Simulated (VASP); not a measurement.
Wanted: the native input for a VASP 6.6.1 run.

```yaml
Task: single point
Functional: r2SCAN
Potentials_or_basis: VASP PAW PBE potentials, release 64 (C, Zn)
Cutoff: 520 eV
k_mesh: 8 × 8 × 8
Occupations: fermi-dirac, width 0.02 eV
Spin: no spin polarisation
Dipole_correction: no
Further_INCAR_settings: ALGO = Normal; EDIFF = 1e-06; NBANDS = 21
```

Zn2C:

```
C Zn
1.0
     0.00000    2.62851    2.62851
     2.62851    0.00000    2.62851
     2.62851    2.62851    0.00000
C Zn
1 2
Direct
  0.00000 0.00000 0.00000
  0.25000 0.25000 0.25000
  0.75000 0.75000 0.75000
```

One way to write it, as run:

POSCAR

```
Zn2C
1.0
    0.0000000000      2.6285098981      2.6285098981
    2.6285098981      0.0000000000      2.6285098981
    2.6285098981      2.6285098981      0.0000000000
C Zn
1 2
Direct
    0.0000000000      0.0000000000      0.0000000000
    0.2500000000      0.2500000000      0.2500000000
    0.7500000000      0.7500000000      0.7500000000
```

INCAR.step1

```
SYSTEM = Zn2C
  PREC = Accurate
  ENCUT = 520
  ISMEAR = -1
  SIGMA = 0.02
  LREAL = .False.
  LASPH = .True.
  NELM = 80
  NBANDS = 21
  GGA = PE
  ALGO = Normal
  EDIFF = 1E-4
  LWAVE = .True.
  LCHARG = .False.
```

INCAR.step2

```
SYSTEM = Zn2C
  PREC = Accurate
  ENCUT = 520
  EDIFF = 1E-6
  ISMEAR = -1
  SIGMA = 0.02
  LREAL = .False.
  LASPH = .True.
  NELM = 80
  ALGO = Normal
  ISIF = 2
  LWAVE = .False.
  LCHARG = .False.
  METAGGA = R2SCAN
  LMIXTAU = .True.
  NBANDS = 21
  ISTART = 1
```

KPOINTS

```
Automatic mesh
0
Gamma
  8 8 8
  0 0 0
```

Potentials or basis: VASP PAW PBE potentials, release 64 (C, Zn).

Command:

```console
$ cat potpaw_PBE.64/C/POTCAR potpaw_PBE.64/Zn/POTCAR > POTCAR
$ cp INCAR.step1 INCAR
$ mpirun -np 1 vasp_std > vasp.out
$ cp INCAR.step2 INCAR
$ mpirun -np 1 vasp_std > vasp.out
```

It gave:

```yaml
Pressure: -6.9 GPa
Band_gap_on_the_k_mesh: zero (filled and empty bands touch)
```

Caveat: the cell stands under tension; the PAW data sets were made with another functional, which shifts forces and pressure a little.

Wall time 2.1 min on 1 thread of Intel(R) Xeon(R) Platinum 8375C CPU @ 2.90GHz (Ice Lake), with other jobs on the host, peak memory 0.17 GiB.
